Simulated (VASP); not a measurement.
# Mo (P6/mmm) in VASP: notebook

The runs below take Mo through single point, relaxation of cell and atoms, with r2SCAN, PBEsol+D3(BJ), BLYP+D3(BJ).

All numbers are computed with VASP 6.6.1; they aren't measurements. Logs are shortened: lines on timing, memory, paths and dates and some standing lists are left out, and cuts for length are marked.

## Step 1: The cell of the first run

Symmetry: P6/mmm, No. 191, hexagonal system. Conventional cell: a = 2.763 Å, b = 2.763 Å, c = 2.496 Å, α = 90.00°, β = 90.00°, γ = 120.00°. Mo (site symmetry 6/mmm) has 8 Mo at 2.50 to 2.76 Å within 3.3 Å.

## Step 2: Single point, r2SCAN

The input, POSCAR:

```
Mo
1.0
    2.7626485084      0.0000000000      0.0000000000
   -1.3813242542      2.3925237900      0.0000000000
    0.0000000000      0.0000000000      2.4963901724
Mo
1
Direct
    0.0000000000      0.0000000000      0.5000000000
```

The input, INCAR.step1:

```
ALGO = Normal
EDIFF = 1E-4
ENCUT = 520
GGA = PE
ISMEAR = -1
LASPH = True
LCHARG = False
LREAL = False
LWAVE = True
NBANDS = 13
NELM = 100
PREC = Accurate
SIGMA = 0.1
```

The input, INCAR.step2:

```
ALGO = Normal
EDIFF = 1E-6
ENCUT = 520
ISIF = 2
ISMEAR = -1
ISTART = 1
LASPH = True
LCHARG = True
LELF = True
LMIXTAU = True
LREAL = False
LVHAR = True
LWAVE = False
METAGGA = R2SCAN
NBANDS = 13
NELM = 100
PREC = Accurate
SIGMA = 0.1
```

The input, KPOINTS:

```
k-points
0
Gamma
  12 12 11
```

Potentials or basis: VASP PAW PBE potentials, release 64 (Mo_sv).

Started as:

```console
cat potpaw_PBE.64/Mo_sv/POTCAR > POTCAR
cp INCAR.step1 INCAR
mpirun -np 1 vasp_std > vasp.out
cp INCAR.step2 INCAR
mpirun -np 1 vasp_std > vasp.out
```

OUTCAR:

```text
EDIFF = 1E-6
   ENCUT = 520
   ISIF = 2
   ISMEAR = -1
   ISTART = 1
   LASPH = True
   LREAL = False
   METAGGA = R2SCAN
   NELM = 100
   PREC = Accurate

 ion  position               nearest neighbor table
   1  0.000  0.000  0.500-

  LATTYP: Found a hexagonal cell.
 ALAT       =     2.7626485084
 C/A-ratio  =     0.9036220731

  Lattice vectors:

 A1 = (   2.7626485084,   0.0000000000,   0.0000000000)
 A2 = (  -1.3813242542,   2.3925237900,   0.0000000000)
 A3 = (   0.0000000000,   0.0000000000,   2.4963901724)

Analysis of symmetry for initial positions (statically):
=====================================================================
 Subroutine PRICEL returns:
 Original cell was already a primitive cell.

 Routine SETGRP: Setting up the symmetry group for a
 hexagonal supercell.

 Subroutine GETGRP returns: Found 24 space group operations
 (whereof 24 operations were pure point group operations)
 out of a pool of 24 trial point group operations.

The static configuration has the point symmetry D_6h.

Analysis of symmetry for dynamics (positions and initial velocities):
=====================================================================
 Subroutine PRICEL returns:
 Original cell was already a primitive cell.

 Routine SETGRP: Setting up the symmetry group for a
 hexagonal supercell.

 Subroutine GETGRP returns: Found 24 space group operations
 (whereof 24 operations were pure point group operations)
 out of a pool of 24 trial point group operations.

The dynamic configuration has the point symmetry D_6h.

 Subroutine INISYM returns: Found 24 space group operations
 (whereof 24 operations are pure point group operations),
 and found     1 'primitive' translations

----------------------------------------------------------------------------------------

                                     Primitive cell

  volume of cell :      16.5004

  direct lattice vectors                    reciprocal lattice vectors
     2.762648508  0.000000000  0.000000000     0.361971491  0.208984338  0.000000000
    -1.381324254  2.392523790  0.000000000     0.000000000  0.417968676  0.000000000
     0.000000000  0.000000000  2.496390172     0.000000000  0.000000000  0.400578408

  length of vectors
     2.762648508  2.762648508  2.496390172     0.417968676  0.417968676  0.400578408

  position of ions in fractional coordinates (direct lattice)
     0.000000000  0.000000000  0.500000000

  ion indices of the primitive-cell ions
   primitive index   ion index
                 1           1

----------------------------------------------------------------------------------------

 KPOINTS: k-points

Automatic generation of k-mesh.
 Grid dimensions read from file:
 generate k-points for:   12   12   11

 Generating k-lattice:

  Cartesian coordinates                     Fractional coordinates (reciprocal lattice)
     0.030164291  0.017415361  0.000000000     0.083333333  0.000000000  0.000000000
     0.000000000  0.034830723  0.000000000     0.000000000  0.083333333  0.000000000
     0.000000000  0.000000000  0.036416219     0.000000000  0.000000000  0.090909091

  Length of vectors
     0.034830723  0.034830723  0.036416219

  Shift w.r.t. Gamma in fractional coordinates (k-lattice)
     0.000000000  0.000000000  0.000000000

 Subroutine IBZKPT returns following result:
 ===========================================

 Found    114 irreducible k-points:

 Following reciprocal coordinates:
            Coordinates               Weight
  0.000000  0.000000  0.000000      1.000000
  0.083333  0.000000  0.000000      6.000000
  0.166667  0.000000  0.000000      6.000000
  0.250000  0.000000  0.000000      6.000000
  0.333333  0.000000  0.000000      6.000000
  0.416667 -0.000000  0.000000      6.000000
[... 16 lines left out ...]
  0.250000  0.000000  0.090909     12.000000
  0.333333  0.000000  0.090909     12.000000
 [... further k-points ...]
   k-points           NKPTS =    114   k-points in BZ     NKDIM =    114   number of bands    NBANDS=     13
   number of dos      NEDOS =    301   number of ions     NIONS =      1
   total plane-waves  NPLWV =  11520
   dimension x,y,z NGX =    24 NGY =   24 NGZ =   20
   dimension x,y,z NGXF=    48 NGYF=   48 NGZF=   40
   ions per type =               1
   NGX,Y,Z   is equivalent  to a cutoff of  14.44, 14.44, 13.32 a.u.
   NGXF,Y,Z  is equivalent  to a cutoff of  28.88, 28.88, 26.64 a.u.
 SYSTEM =  unknown system
   PREC   = accura    normal or accurate (medium, high low for compatibility)
   ISTART =      1    job   : 0-new  1-cont  2-samecut
   ICHARG =      0    charge: 1-file 2-atom 10-const
   ISPIN  =      1    spin polarized calculation?
   LNONCOLLINEAR =      F non collinear calculations
   LSORBIT =      F    spin-orbit coupling
   LASPH  =      T    aspherical Exc in radial PAW
   ENCUT  =  520.0 eV  38.22 Ry    6.18 a.u.   5.14  5.14  4.64*2*pi/ulx,y,z
   NELM   =    100;   NELMIN=  2; NELMDL=  0     # of ELM steps
   EDIFF  = 0.1E-05   stopping-criterion for ELM
   LREAL  =      F    real-space projection
   EDIFFG = 0.1E-04   stopping-criterion for IOM
   NSW    =      0    number of steps for IOM
   IBRION =     -1    ionic relax: 0-MD 1-quasi-New 2-CG
   NFREE  =      0    steps in history (QN), initial steepest desc. (CG)
   ISIF   =      2    stress and relaxation
   ISYM   =      2    0-nonsym 1-usesym 2-fastsym
   POTIM  = 0.5000    time-step for ionic-motion
   TEBEG  =    0.0;   TEEND  =   0.0 temperature during run
   PSTRESS=    0.0 pullay stress
   NELECT =      14.0000    total number of electrons
   NUPDOWN=      -1.0000    fix difference up-down
   EMIN   =  10.00;   EMAX   =-10.00  energy-range for DOS
   EFERMI =   0.00;   METHOD = LEGACY
   ISMEAR =    -1;   SIGMA  =   0.10  broadening in eV -4-tet -1-fermi 0-gaus
   EFERMI_NEDOS =   21; number of points for ismear=-14 and -15
   IALGO  =     38    algorithm
   IMIX   =      4    mixing-type and parameters
     AMIX     =   0.40;   BMIX     =  1.00
     AMIX_MAG =   1.60;   BMIX_MAG =  1.00
  volume/ion in A,a.u.               =      16.50       111.35
  Fermi-wavevector in a.u.,A,eV,Ry     =   1.549837  2.928767 32.681127  2.401995
  Thomas-Fermi vector in A             =   2.654587
   LORBIT       =      0    0 simple, 1 ext, 2 COOP (PROOUT), +10 PAW based schemes
   METAGGA = R2SCAN    functional components
   LHFCALC =     F    Hartree Fock is set to
   AEXX    =    0.0000 exact exchange contribution
   IVDW    =     0    specifies the selected vdW correction
   LEPSILON=     F    determine dielectric tensor
   LRPA    =     F    only Hartree local field effects (RPA)
 non-spin polarized calculation
  energy-cutoff  :      520.00
  volume of cell :       16.50
 maximum number of plane-waves:       457
 NGX is ok and might be reduce to    24
   NGX = 11   NGY = 11   NGZ =  9

 number of electron      14.0000000 magnetization

 Free energy of the ion-electron system (eV)
  ---------------------------------------------------
  ext. energy  EPLUGINS =         0.00000000
  ---------------------------------------------------
  free energy    TOTEN  =       -25.15909402 eV

  energy without entropy =      -25.12653159  energy(sigma->0) =      -25.14281280

 E-fermi :  11.6176     XC(G=0): -14.1636

 val. band max:       11.6114658435   @ k =   0.2500   0.2500   0.2727
 cond. band min:      11.6278664172   @ k =   0.0833   0.0833   0.1818
 fundamental gap:      0.0164005737
 Fermi energy:        11.6176155159

 k-point     1 :       0.0000    0.0000    0.0000
  band No.  band energies     occupation
      1     -51.4062      2.00000
      2     -23.9498      2.00000
      3     -23.9498      2.00000
      4     -23.6673      2.00000
      5       4.4202      2.00000
      6       6.8289      2.00000
      7      10.6141      1.99991
      8      10.6141      1.99991
      9      16.1221      0.00000
     10      16.1221      0.00000
     11      24.8819      0.00000
     12      29.3139      0.00000
     13      32.9916      0.00000

 k-point     2 :       0.0833    0.0000    0.0000
  band No.  band energies     occupation
      1     -51.3915      2.00000
      2     -24.0473      2.00000
      3     -23.9715      2.00000
      4     -23.6579      2.00000
      5       4.6998      2.00000
      6       6.9369      2.00000
      7      10.3390      1.99999
      8      10.8668      1.99890
      9      15.8627      0.00000
     10      16.0782      0.00000
     11      25.5048      0.00000
     12      29.8378      0.00000
     13      31.6506      0.00000

 k-point     3 :       0.1667    0.0000    0.0000
  band No.  band energies     occupation
      1     -51.3512      2.00000
      2     -24.3089      2.00000
      3     -24.0302      2.00000
      4     -23.6319      2.00000
      5       5.4351      2.00000
      6       7.2351      2.00000
      7       9.7684      2.00000
      8      11.6011      1.08241
      9      15.2223      0.00000
     10      15.9599      0.00000
     11      26.8496      0.00000
     12      29.6095      0.00000
     13      31.0363      0.00000
[... 305 lines left out ...]
 k-point    23 :       0.2500    0.0000    0.0909
  band No.  band energies     occupation
      1     -51.2705      2.00000
      2     -24.6347      2.00000
      3     -24.0920      2.00000
      4     -23.7800      2.00000
      5       6.5330      2.00000
      6       7.8593      2.00000
      7       9.6651      2.00000
      8      12.7893      0.00002
      9      14.0880      0.00000
     10      15.3415      0.00000
     11      26.5664      0.00000
     12      29.6726      0.00000
     13      30.0866      0.00000

 k-point    24 :       0.3333    0.0000    0.0909
  band No.  band energies     occupation
      1     -51.2146      2.00000
      2     -24.9683      2.00000
      3     -24.1698      2.00000
      4     -23.7414      2.00000
      5       6.8406      2.00000
      6       8.0260      2.00000
      7      10.3127      2.00000
      8      13.7430      0.00000
      9      14.1292      0.00000
     10      15.1869      0.00000
     11      24.5586      0.00000
     12      28.3362      0.00000
     13      30.0878      0.00000

 [... further k-points ...]
[... 5 lines left out ...]
  --------------------------------------------------------------------------------------
  -------------------------------------------------------------------------------------
  Total        0.0938442      0.0938442      0.1500207      0.0000000     -0.0000000      0.0000000
  in kB        9.1122109      9.1122109     14.5669060      0.0000000     -0.0000000      0.0000000
  external PRESSURE =      10.9304426 kB  Pullay stress =       0.0000000 kB

 VOLUME and BASIS-vectors are now :
 -----------------------------------------------------------------------------
  energy-cutoff  :      520.00
  volume of cell :       16.50
      direct lattice vectors                 reciprocal lattice vectors
     2.762648508  0.000000000  0.000000000     0.361971491  0.208984338  0.000000000
    -1.381324254  2.392523790  0.000000000     0.000000000  0.417968676  0.000000000
     0.000000000  0.000000000  2.496390172     0.000000000  0.000000000  0.400578408

 POSITION                                       TOTAL-FORCE (eV/Angst)
 -----------------------------------------------------------------------------------
      0.00000      0.00000      1.24820        -0.000000      0.000000      0.000000
 -----------------------------------------------------------------------------------
    total drift:                                0.000000     -0.000000     -0.000000

  FREE ENERGIE OF THE ION-ELECTRON SYSTEM (eV)
  ---------------------------------------------------
  free  energy   TOTEN  =       -25.1590940157 eV

  energy  without entropy=      -25.1265315940  energy(sigma->0) =      -25.14281280
```

It took 29 s on 1 thread of Intel Xeon 6975P-C (Granite Rapids), shared host; peak memory 0.15 GiB.

What came out:

- Free energy: -25.1591 eV
- Pressure: 1.1 GPa
- Band gap on the k mesh: zero (band 7 reaches 12.43 eV, above the bottom of band 8 at 10.61 eV)

Caveat: the PAW data sets were made with another functional, which shifts forces and pressure a little.

## Step 3: Relaxation of cell and atoms, PBEsol+D3(BJ)

This run uses another cell than the first one, of 16.56 Å³/atom, 1.004 times its volume.

The input, INCAR:

```
  PREC = Accurate
  ENCUT = 600
  EDIFF = 1E-6
  ISMEAR = -1
  SIGMA = 0.1
  LREAL = False
  LASPH = True
  NELM = 80
  ALGO = Normal
  ISIF = 3
  LWAVE = False
  LCHARG = False
  GGA = PS
  IVDW = 12
  IBRION = 2
  NSW = 80
  EDIFFG = -0.01
```

The input, KPOINTS:

```
Automatic mesh
0
Gamma
  12 12 11
```

The input, POSCAR:

```
Mo
1.0
    2.7355100000      0.0000000000      0.0000000000
   -1.3677550000      2.3690210000      0.0000000000
    0.0000000000      0.0000000000      2.5551810000
Mo
1
Direct
    0.0000000000      0.0000000000      0.5000000000
```

Potentials or basis: VASP PAW PBE potentials, release 64 (Mo_sv).

Started as:

```console
cat potpaw_PBE.64/Mo_sv/POTCAR > POTCAR
mpirun -np 1 vasp_std > vasp.out
```

Wall time 34 s (1 thread of Intel Xeon 6975P-C (Granite Rapids), shared host); peak memory 0.17 GiB.

The run converged. Its results:

- Free energy: -11.5856 eV
- Relaxed volume: 15.77 Å³/atom
- Relaxed cell: a = 2.725 Å, b = 2.725 Å, c = 2.451 Å, α = 90.00°, β = 90.00°, γ = 120.00°
- Space group after relaxing (to 0.05 Å): P6/mmm (No. 191)
- Energy gained by relaxing: 43.5 meV/atom
- Ionic steps: 9
- Pressure after relaxing: 0.0 GPa
- Band gap on the k mesh: zero (band 7 reaches 13.17 eV, above the bottom of band 8 at 11.12 eV)
- Dispersion energy per atom: -0.699 eV

Stress tensor (GPa, compression positive):
```
-0.07  0.00  0.00
 0.00 -0.07  0.00
 0.00  0.00  0.09
```

Step by step:
| step | energy change (eV) | largest force (eV/Å) | pressure (GPa) | volume (Å³) |
| --- | --- | --- | --- | --- |
| 1 | 0.0000 | 0.0000 | -10.57 | 16.56 |
| 2 | 0.1405 | 0.0000 | 36.67 | 14.06 |
| 3 | -0.0387 | 0.0000 | 0.96 | 15.70 |
| 4 | -0.0388 | 0.0000 | 1.42 | 15.67 |
| 5 | -0.0414 | 0.0000 | 0.03 | 15.78 |
| 6 | -0.0434 | 0.0000 | 0.44 | 15.74 |
| 7 | -0.0434 | 0.0000 | 0.43 | 15.74 |
| 8 | -0.0433 | 0.0000 | -0.80 | 15.81 |
| 9 | -0.0435 | 0.0000 | -0.01 | 15.77 |

Final structure:
```yaml
crystal:
  lattice:
    - [2.72535, 0.00000, 0.00000]
    - [-1.36268, 2.36022, 0.00000]
    - [0.00000, 0.00000, 2.45091]
  atoms:
    - { symbol: Mo, position: [0.00000, 0.00000, 0.50000] }
```

Levels at points of the mesh, in eV from the Fermi level:
```csv
k point,band 5,band 6,band 7,band 8,band 9,band 10
"(0.00, 0.00, 0.00)",-6.93,-4.64,-1.02,-1.02,4.63,4.63
"(0.50, 0.00, 0.00)",-5.15,-3.48,1.03,1.60,3.97,4.48
```

Caveat: the PAW data sets were made with another functional, which shifts forces and pressure a little; pairwise dispersion overbinds metals, which lowers pressure and volume.

(Continued in part 2 of 2.)
